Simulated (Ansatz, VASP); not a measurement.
**CoSi in VASP and in Ansatz**

The input INCAR:

```
PREC = Accurate ; ENCUT = 520
EDIFF = 1E-7 ; ISMEAR = 0
SIGMA = 0.15 ; LREAL = False
LASPH = True ; NELM = 60
ALGO = Normal ; ISIF = 2
LWAVE = False ; LCHARG = True
GGA = PS ; LELF = True
LVHAR = True ; NBANDS = 36
```

Contents of KPOINTS:

```
Automatic mesh
0
Gamma
  10 10 10
```

POSCAR

```
CoSi
1.0
    4.3858255181      0.0000000000      0.0000000000
    0.0000000000      4.3858255181      0.0000000000
    0.0000000000      0.0000000000      4.3858255181
Co Si
4 4
Direct
    0.1588086809      0.1588086809      0.1588086809
    0.3592163078      0.8501867644      0.6331730969
    0.6331730969      0.3592163078      0.8501867644
    0.8501867644      0.6331730969      0.3592163078
    0.8476812395      0.8476812395      0.8476812395
    0.6592428449      0.1526464796      0.3375234850
    0.3375234850      0.6592428449      0.1526464796
    0.1526464796      0.3375234850      0.6592428449
```

Input for Ansatz:

```yaml
crystal:
  lattice:
    - [4.3858255181, 0.0, 0.0]
    - [0.0, 4.3858255181, 0.0]
    - [0.0, 0.0, 4.3858255181]
  atoms:
    - { symbol: Co, position: [0.1588086809, 0.1588086809, 0.1588086809] }
    - { symbol: Co, position: [0.3592163078, 0.8501867644, 0.6331730969] }
    - { symbol: Co, position: [0.6331730969, 0.3592163078, 0.8501867644] }
    - { symbol: Co, position: [0.8501867644, 0.6331730969, 0.3592163078] }
    - { symbol: Si, position: [0.8476812395, 0.8476812395, 0.8476812395] }
    - { symbol: Si, position: [0.6592428449, 0.1526464796, 0.337523485] }
    - { symbol: Si, position: [0.337523485, 0.6592428449, 0.1526464796] }
    - { symbol: Si, position: [0.1526464796, 0.337523485, 0.6592428449] }
basis:
  ecutwfc: 420
kpoints:
  mp_grid: { grid: [10, 10, 10] }
hamiltonian:
  xc: pbesol
scf:
  occupations: { method: gaussian, width: 0.15 }
output:
  forces: true
  stress: true
  eigenvalues: true
```

Change from the starting cell: mode 10 (256.4 1/cm) frozen in, largest displacement +0.100 Å.

Alike in both runs: task single point; functional PBEsol; k mesh 10 × 10 × 10; occupations gaussian, width 0.15 eV; no spin polarisation.

|  | VASP | Ansatz |
| --- | --- | --- |
| version | VASP 6.6.1 | Ansatz 0.2.0 |
| potentials or method | VASP PAW PBE potentials, release 64 (Co, Si), cutoff 520 eV | scalar-relativistic, plane waves, PAW |
| valence electrons in the cell | 52 | 84 |

Ansatz gave:

```
gap on the k mesh at the Fermi level (eV)                     : none
pressure (GPa)                                                : 0.8
traceless stress, the component that is largest in VASP (GPa) : 0.44
rms of the force components (eV/Å)                            : 0.414
```

Problem. Which values does VASP return?

Solution. gap on the k mesh at the Fermi level (eV): none; pressure (GPa): 1.0; traceless stress, the component that is largest in VASP (GPa): 0.43; rms of the force components (eV/Å): 0.416.

VASP's potentials were made for PBE, not for PBEsol. Atom by atom the forces differ by 0.006 eV/Å (rms over components). A gap of «none» marks a metal or a gap that the smearing closes. VASP's potentials hold 52 valence electrons a cell and Ansatz's 84, so a difference there can come from the potentials and not from the codes.
